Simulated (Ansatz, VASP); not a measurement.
## Two plane-wave programs on HfCl4F

```
Hf Cl F
1.0
     0.00000    4.08315    4.08315
     4.08315    0.00000    4.08315
     4.08315    4.08315    0.00000
Hf Cl F
1 4 1
Direct
  0.00000 0.00000 0.00000
  0.86964 0.37679 0.37679
  0.37679 0.37679 0.37679
  0.37679 0.86964 0.37679
  0.37679 0.37679 0.86964
  0.50000 0.50000 0.50000
```

Change from the starting cell: species swapped into the LiBH4 type (F-43m, No. 216).

Alike in both runs: task relaxation of cell and atoms; functional PBE; k mesh 4 × 4 × 4; occupations gaussian, width 0.1 eV; no spin polarisation.

|  | VASP | Ansatz |
| --- | --- | --- |
| version | VASP 6.6.1 | Ansatz 0.2.0 |
| potentials or method | VASP PAW PBE potentials, release 64 (Hf_pv, Cl, F), cutoff 600 eV | scalar-relativistic, plane waves, PAW |
| valence electrons in the cell | 45 | 61 |

```csv
,VASP,Ansatz,Ansatz less VASP
"gap on the k mesh at the Fermi level, each at its own relaxed structure (eV)",none,none,-
relaxed volume (Å³/atom),30.88,30.76,-0.124
relaxed cell length with the largest relative difference (Å),6.399,6.391,-0.0086
```

A gap of «none» marks a metal or a gap that the smearing closes. VASP's potentials hold 45 valence electrons a cell and Ansatz's 61, so a difference there can come from the potentials and not from the codes.

Spin-orbit coupling is off throughout. Noted on VASP's run: the volume moved by over 15 % at a fixed basis, so the end points are rough.
